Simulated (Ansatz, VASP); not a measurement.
Ba: VASP beside Ansatz

Contents of INCAR:

```
PREC = Accurate ; ENCUT = 500
EDIFF = 1E-6 ; ISMEAR = -1
SIGMA = 0.025 ; LREAL = F
LASPH = T ; NELM = 120
ALGO = Normal ; ISIF = 2
LWAVE = F ; LCHARG = F
GGA = LIBXC ; LIBXC1 = GGA_X_RPBE
LIBXC2 = GGA_C_LYP ; NBANDS = 11
GGA_COMPAT = F
```

KPOINTS

```
Automatic mesh
0
Gamma
  7 7 7
```

POSCAR

```
Ba
1.0
    0.0000000000      3.2960666875      3.2960666875
    3.2960666875      0.0000000000      3.2960666875
    3.2960666875      3.2960666875      0.0000000000
Ba
1
Direct
    0.0000000000      0.0000000000      0.0000000000
```

Contents of input.yaml:

```yaml
crystal:
  lattice:
    - [0.0, 3.2960666875, 3.2960666875]
    - [3.2960666875, 0.0, 3.2960666875]
    - [3.2960666875, 3.2960666875, 0.0]
  atoms:
    - { symbol: Ba, position: [0.0, 0.0, 0.0] }
kpoints:
  mp_grid: { grid: [7, 7, 7] }
scf:
  occupations: { method: fermi_dirac, width: 0.025 }
hamiltonian:
  xc: { exchange: rpbe, correlation: lyp }
  pseudopotentials:
    kind: all_electron
    lapw: { basis_error: 0.001 }
    dirac_shells: { Ba: ["3p", "3d"] }
output:
  forces: true
  stress: true
  eigenvalues: true
```

Change from the starting cell: volume scaled by 1.06.

Alike in both runs: task single point; functional rpbe exchange, lyp correlation; k mesh 7 × 7 × 7; occupations fermi-dirac, width 0.025 eV; no spin polarisation.

|  | VASP | Ansatz |
| --- | --- | --- |
| version | VASP 6.6.1 | Ansatz 0.2.0 |
| potentials or method | VASP PAW PBE potentials, release 64 (Ba_sv), cutoff 500 eV | all-electron LAPW, inner shells corrected to Dirac's equation |

```tsv
	VASP	Ansatz	Ansatz less VASP
gap on the k mesh at the Fermi level (eV)	none	none	-
pressure (GPa)	0.2	0.1	-0.03
```

VASP's potentials were made for PBE, not for rpbe exchange, lyp correlation. A gap of «none» marks a metal or a gap that the smearing closes. Ansatz ran all-electron here, and VASP with PAW potentials.

Neither program's run includes spin-orbit coupling.
